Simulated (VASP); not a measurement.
Write the native input for VASP 6.6.1 that does the following.

```
Task                   : single point
Functional             : PBEsol
Potentials or basis    : VASP PAW PBE potentials, release 64 (Co, O)
Cutoff                 : 520 eV
k mesh                 : 8 × 8 × 8
Occupations            : methfessel-paxton, width 0.1 eV
Spin                   : collinear spin, ferromagnetic start
Starting moments       : [1.8, 1.8, 0.0, 0.0] μB
Dipole correction      : no
Further INCAR settings : ALGO = Normal; EDIFF = 1e-07; NBANDS = 27
```

The structure of CoO lies in POSCAR:

```
CoO
1.0
    1.6022200000      0.9250420000      5.1329420000
   -1.6022200000      0.9250420000      5.1329420000
    0.0000000000     -1.8500840000      5.1329420000
Co O
2 2
Direct
    0.9994880000      0.9994880000      0.9994880000
    0.4994910000      0.4994910000      0.4994910000
    0.3754960000      0.3754960000      0.3754960000
    0.8755250000      0.8755250000      0.8755250000
```

The input as run:

INCAR

```
SYSTEM = CoO
PREC = Accurate
ENCUT = 520
EDIFF = 1E-7
ISMEAR = 1
SIGMA = 0.1
LREAL = .False.
LASPH = .True.
NELM = 150
ALGO = Normal
ISIF = 2
LWAVE = .False.
LCHARG = .False.
ISPIN = 2
MAGMOM = 1.8 1.8 0 0
LORBIT = 11
LMAXMIX = 4
GGA = PS
NBANDS = 27
```

KPOINTS

```
regular mesh
0
Gamma
  8 8 8
  0 0 0
```

Potentials or basis: VASP PAW PBE potentials, release 64 (Co, O).

Run with:

```bash
$ cat potpaw_PBE.64/Co/POTCAR potpaw_PBE.64/O/POTCAR > POTCAR
$ mpirun -np 1 vasp_std > vasp.out
```

Results of the run:

- Pressure: -7.8 GPa
- Largest force: 0.211 eV/Å
- Net moment: 5.60 μB per cell
- Site moments: Co +2.40; O +0.32 μB
- Valence electrons inside the program's atomic spheres: Co 8.01; O 4.96

Caveat: the PAW data sets were made with another functional, which shifts forces and pressure a little.

Run time: 3.5 min on 1 thread of Intel(R) Xeon(R) 6975P-C (Granite Rapids) (shared host), peak memory 0.37 GiB.
